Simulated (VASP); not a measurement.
# ZnF2 (P4_2/mnm) in VASP: notebook, part 2 of 2

VASP 6.6.1.

**5. Relaxation of the atoms, r2SCAN**

This run uses another cell than the first one, of 10.85 Å³/atom.

The input, POSCAR:

```
ZnF2
1.0
    4.6077887600      0.0000000000      0.0000000000
    0.0000000000      4.6077887600      0.0000000000
    0.0000000000      0.0000000000      3.0652543400
Zn F
2 4
Direct
    0.0000000000      0.0000000000      0.0000000000
    0.5000000000      0.5000000000      0.5000000000
    0.3032131100      0.3032131100      0.0000000000
    0.1967868900      0.8032131100      0.5000000000
    0.6967868900      0.6967868900      0.0000000000
    0.8032131100      0.1967868900      0.5000000000
```

The input, INCAR.step1:

```
PREC = Accurate
ENCUT = 580
ISMEAR = -1
SIGMA = 0.02
LREAL = False
LASPH = True
NELM = 120
GGA = PE
ALGO = Normal
EDIFF = 1E-5
LWAVE = True
LCHARG = False
GGA_COMPAT = False
IBRION = 2
EDIFFG = -0.01
NELMIN = 4
NSW = 100
KPAR = 4
```

The input, INCAR.step2:

```
PREC = Accurate
ENCUT = 580
EDIFF = 1E-7
ISMEAR = -1
SIGMA = 0.02
LREAL = False
LASPH = True
NELM = 120
ALGO = Normal
ISIF = 2
LWAVE = False
LCHARG = False
METAGGA = R2SCAN
LMIXTAU = True
IBRION = 2
NSW = 50
EDIFFG = -0.01
ISTART = 1
GGA_COMPAT = False
NELMIN = 4
KPAR = 4
```

The input, KPOINTS:

```
regular mesh
0
Gamma
  6 6 10
```

On the command line:

```console
$ cat potpaw_PBE.64/Zn/POTCAR potpaw_PBE.64/F/POTCAR > POTCAR
$ cp INCAR.step1 INCAR
$ mpirun -np 4 vasp_std > vasp.out
$ cp INCAR.step2 INCAR
$ mpirun -np 4 vasp_std > vasp.out
```

Run time: 3.8 min. Hardware: 4 MPI ranks of Intel Xeon Platinum 8488C (Sapphire Rapids), shared host; peak memory 0.25 GiB.

The run converged. Its results:

- Free energy: -45.5463 eV
- Energy gained by relaxing: 0.4 meV/atom
- Ionic steps: 4
- Pressure after relaxing: 9.2 GPa
- Band gap on the k mesh: 4.28 eV

Stress tensor (GPa, compression positive):
```
 8.73  0.00  0.00
 0.00  8.73  0.00
 0.00  0.00 10.18
```

The path:
```tsv
step	energy change (eV)	largest force (eV/Å)	pressure (GPa)
1	0.0000	0.1229	9.40
2	-0.0021	0.0539	9.29
3	-0.0024	0.0250	9.18
4	-0.0025	0.0000	9.21
```

Final structure:
```
Zn F
1.0
     4.60779    0.00000    0.00000
     0.00000    4.60779    0.00000
     0.00000    0.00000    3.06525
Zn F
2 4
Direct
  0.00000 0.00000 0.00000
  0.50000 0.50000 0.50000
  0.30158 0.30158 0.00000
  0.19842 0.80158 0.50000
  0.69842 0.69842 0.00000
  0.80158 0.19842 0.50000
```

Levels at points of the mesh, in eV from the valence-band top:
| k point | band 23 | band 24 | band 25 | band 26 | band 27 | band 28 | band 29 | band 30 |
| --- | --- | --- | --- | --- | --- | --- | --- | --- |
| (0.00, 0.00, 0.00) | -1.75 | -0.51 | -0.51 | 0.00 | 4.28 | 10.42 | 10.42 | 10.65 |
| (0.50, 0.00, 0.00) | -0.77 | -0.77 | -0.62 | -0.62 | 7.01 | 7.01 | 11.42 | 11.42 |
| (0.50, 0.50, 0.00) | -1.58 | -1.58 | -0.53 | -0.53 | 8.12 | 8.12 | 9.92 | 9.92 |
| (0.00, 0.00, 0.50) | -1.41 | -1.41 | -1.37 | -1.37 | 9.39 | 9.39 | 13.00 | 13.00 |
| (0.50, 0.00, 0.50) | -1.67 | -1.67 | -0.14 | -0.14 | 10.06 | 10.06 | 11.24 | 11.24 |
| (0.50, 0.50, 0.50) | -1.41 | -1.41 | -0.88 | -0.88 | 9.28 | 9.28 | 12.24 | 12.24 |

Caveat: the PAW data sets were made with another functional, which shifts forces and pressure a little. r2SCAN opens gaps a little over a GGA but as a rule still falls short of measured ones.

**6. Relaxation of the atoms, r2SCAN**

This run uses another cell than the first one, of 11.54 Å³/atom.

Changes to POSCAR since step 5:

```diff
@@ -2,5 +2,5 @@
 1.0
-    4.6077887600      0.0000000000      0.0000000000
-    0.0000000000      4.6077887600      0.0000000000
-    0.0000000000      0.0000000000      3.0652543400
+    4.7038118600      0.0000000000      0.0000000000
+    0.0000000000      4.7038118600      0.0000000000
+    0.0000000000      0.0000000000      3.1291321000
 Zn F
```

The input, INCAR.step1:

```
SYSTEM = ZnF2
PREC = Accurate
ENCUT = 580
ISMEAR = -1
SIGMA = 0.02
LREAL = .False.
LASPH = .True.
NELM = 120
GGA = PE
ALGO = Normal
EDIFF = 1E-5
LWAVE = .True.
LCHARG = .False.
GGA_COMPAT = .False.
IBRION = 2
EDIFFG = -0.01
NELMIN = 4
NSW = 100
KPAR = 4
```

The input, INCAR.step2:

```
SYSTEM = ZnF2
PREC = Accurate
ENCUT = 580
EDIFF = 1E-7
ISMEAR = -1
SIGMA = 0.02
LREAL = .False.
LASPH = .True.
NELM = 120
ALGO = Normal
ISIF = 2
LWAVE = .False.
LCHARG = .False.
METAGGA = R2SCAN
LMIXTAU = .True.
IBRION = 2
NSW = 50
EDIFFG = -0.01
ISTART = 1
GGA_COMPAT = .False.
NELMIN = 4
KPAR = 4
```

The input, KPOINTS:

```
Automatic mesh
0
Gamma
  6 6 10
  0 0 0
```

Potentials or basis: VASP PAW PBE potentials, release 64 (Zn, F).

On the command line:

```console
$ cat potpaw_PBE.64/Zn/POTCAR potpaw_PBE.64/F/POTCAR > POTCAR
$ cp INCAR.step1 INCAR
$ mpirun -np 4 vasp_std > vasp.out
$ cp INCAR.step2 INCAR
$ mpirun -np 4 vasp_std > vasp.out
```

OUTCAR:

```text
SYSTEM = ZnF2
   PREC = Accurate
   ENCUT = 580
   EDIFF = 1E-7
   ISMEAR = -1
   LREAL = .False.
   LASPH = .True.
   NELM = 120
   ISIF = 2
   METAGGA = R2SCAN
   IBRION = 2
   NSW = 50
   EDIFFG = -0.01
   ISTART = 1
   NELMIN = 4

 ion  position               nearest neighbor table
   1  0.000  0.000  0.000-   3 2.02   5 2.02   4 2.04   6 2.04   4 2.04   6 2.04
   2  0.500  0.500  0.500-   4 2.02   6 2.02   5 2.04   3 2.04   3 2.04   5 2.04
   3  0.303  0.303  0.000-   1 2.02   2 2.04   2 2.04
   4  0.197  0.803  0.500-   2 2.02   1 2.04   1 2.04
   5  0.697  0.697  0.000-   1 2.02   2 2.04   2 2.04
   6  0.803  0.197  0.500-   2 2.02   1 2.04   1 2.04

  LATTYP: Found a simple tetragonal cell.
 ALAT       =     4.7038118600
 C/A-ratio  =     0.6652332604

  Lattice vectors:

 A1 = (   4.7038118600,   0.0000000000,   0.0000000000)
 A2 = (   0.0000000000,   4.7038118600,   0.0000000000)
 A3 = (   0.0000000000,   0.0000000000,   3.1291321000)

Analysis of symmetry for initial positions (statically):
[... 230 lines left out ...]
  free energy    TOTEN  =       -45.67319640 eV

  energy without entropy =      -45.67319640  energy(sigma->0) =      -45.67319640

 E-fermi :  -1.1479     XC(G=0): -10.9649

 val. band max:       -1.6162857070   @ k =   0.0000   0.0000   0.0000
 cond. band min:       2.5954651500   @ k =   0.0000   0.0000   0.0000
 fundamental gap:      4.2117508570
 Fermi energy:        -1.1479184841

 k-point     1 :       0.0000    0.0000    0.0000
  band No.  band energies     occupation
      1     -24.7500      2.00000
      2     -24.0097      2.00000
      3     -24.0097      2.00000
      4     -23.9707      2.00000
      5      -7.9085      2.00000
      6      -7.0745      2.00000
[... 805 lines left out ...]
     30      10.4219      0.00000
     31      12.1909      0.00000

 [... further k-points ...]
[... 5 lines left out ...]
  --------------------------------------------------------------------------------------
  -------------------------------------------------------------------------------------
  Total        0.1464953      0.1464953      0.2104689      0.0000000      0.0000000      0.0000000
  in kB        3.3900847      3.3900847      4.8705131      0.0000000      0.0000000      0.0000000
  external PRESSURE =       3.8835609 kB  Pullay stress =       0.0000000 kB

 VOLUME and BASIS-vectors are now :
 -----------------------------------------------------------------------------
  energy-cutoff  :      580.00
  volume of cell :       69.23
      direct lattice vectors                 reciprocal lattice vectors
     4.703811860  0.000000000  0.000000000     0.212593537  0.000000000  0.000000000
     0.000000000  4.703811860  0.000000000     0.000000000  0.212593537  0.000000000
     0.000000000  0.000000000  3.129132100     0.000000000  0.000000000  0.319577432

 POSITION                                       TOTAL-FORCE (eV/Angst)
 -----------------------------------------------------------------------------------
      0.00000      0.00000      0.00000         0.000000      0.000000      0.000000
      2.35191      2.35191      1.56457         0.000000      0.000000      0.000000
      1.42581      1.42581      0.00000        -0.005729     -0.005729     -0.000000
      0.92610      3.77771      1.56457         0.005729     -0.005729      0.000000
      3.27800      3.27800      3.12913         0.005729      0.005729      0.000000
      3.77771      0.92610      1.56457        -0.005729      0.005729      0.000000
 -----------------------------------------------------------------------------------
    total drift:                               -0.000000     -0.000000     -0.000000

  FREE ENERGIE OF THE ION-ELECTRON SYSTEM (eV)
  ---------------------------------------------------
  free  energy   TOTEN  =       -45.6731963965 eV

  energy  without entropy=      -45.6731963965  energy(sigma->0) =      -45.67319640

 reached required accuracy - stopping structural energy minimisation
```

OSZICAR.step1:

```text
N       E                     dE             d eps       ncg     rms          rms(c)
DAV:   1     0.637661124973E+03    0.63766E+03   -0.29557E+04  3743   0.249E+03
DAV:   2     0.455401852648E+02   -0.59212E+03   -0.56734E+03  4167   0.574E+02
DAV:   3    -0.242880234419E+02   -0.69828E+02   -0.69103E+02  4231   0.204E+02
[... 25 lines left out ...]
       N       E                     dE             d eps       ncg     rms          rms(c)
DAV:   1    -0.231566437462E+02    0.64438E-03   -0.25410E-01  3720   0.385E+00    0.842E-02
DAV:   2    -0.231575461230E+02   -0.90238E-03   -0.91366E-03  4224   0.686E-01    0.541E-02
DAV:   3    -0.231575297880E+02    0.16335E-04   -0.37638E-05  4013   0.683E-02    0.396E-02
DAV:   4    -0.231575141862E+02    0.15602E-04   -0.48240E-05  4116   0.918E-02    0.567E-03
DAV:   5    -0.231575156617E+02   -0.14755E-05   -0.20508E-05  2922   0.368E-02
   4 F= -.23157516E+02 E0= -.23157516E+02  d E =-.373566E-03
```

Wall time 3.9 min (4 MPI ranks of Intel Xeon Platinum 8559C (Emerald Rapids), shared host); peak memory 0.29 GiB.

What came out:

```
Free energy                  : -45.6732 eV
Energy gained by relaxing    : 0.0 meV/atom
Ionic steps                  : 2
Pressure after relaxing      : 0.4 GPa
Largest force after relaxing : 0.008 eV/Å
Band gap on the k mesh       : 4.21 eV
```

Forces on the atoms (eV/Å):
```
Zn   0.000  0.000  0.000
Zn   0.000  0.000  0.000
F   -0.006 -0.006  0.000
F    0.006 -0.006  0.000
F    0.006  0.006  0.000
F   -0.006  0.006  0.000
```

Final structure:
```cif
data_structure
_symmetry_space_group_name_H-M 'P 1'
_symmetry_Int_Tables_number 1
_cell_length_a 4.7038
_cell_length_b 4.7038
_cell_length_c 3.1291
_cell_angle_alpha 90.000
_cell_angle_beta 90.000
_cell_angle_gamma 90.000
_cell_volume 69.23
loop_
_atom_site_label
_atom_site_type_symbol
_atom_site_fract_x
_atom_site_fract_y
_atom_site_fract_z
_atom_site_occupancy
Zn1 Zn 0.00000 0.00000 0.00000 1
Zn2 Zn 0.50000 0.50000 0.50000 1
F1 F 0.30312 0.30312 0.00000 1
F2 F 0.19688 0.80312 0.50000 1
F3 F 0.69688 0.69688 0.00000 1
F4 F 0.80312 0.19688 0.50000 1
```

Caveat: the PAW data sets were made with another functional, which shifts forces and pressure a little. A k mesh can miss the band edges.

**7. Summary**

| cell | gap on the mesh (eV) | pressure (GPa) |
| --- | --- | --- |
| atoms relaxed from a = 4.672, b = 4.672, c = 3.108 Å, 6 atoms | 4.23 | 3.0 |
| atoms relaxed from a = 4.796, b = 4.796, c = 3.191 Å, 6 atoms | 4.16 | -5.8 |
| atoms relaxed from a = 4.766, b = 4.766, c = 3.170 Å, 6 atoms | 4.17 | -4.0 |
| atoms relaxed from a = 4.608, b = 4.608, c = 3.065 Å, 6 atoms | 4.28 | 9.2 |
| atoms relaxed from a = 4.704, b = 4.704, c = 3.129 Å, 6 atoms | 4.21 | 0.4 |

Alike in all rows: task relaxation of the atoms; level r2SCAN; potentials or basis VASP PAW PBE potentials, release 64 (Zn, F); no spin polarisation; k mesh 6 × 6 × 10; cutoff (eV) 580; smearing fermi-dirac 0.02 eV.

Caveats: the PAW data sets were made with another functional, which shifts forces and pressure a little.

Total energies depend on the potentials used, so only differences within one code and one set of settings carry meaning.
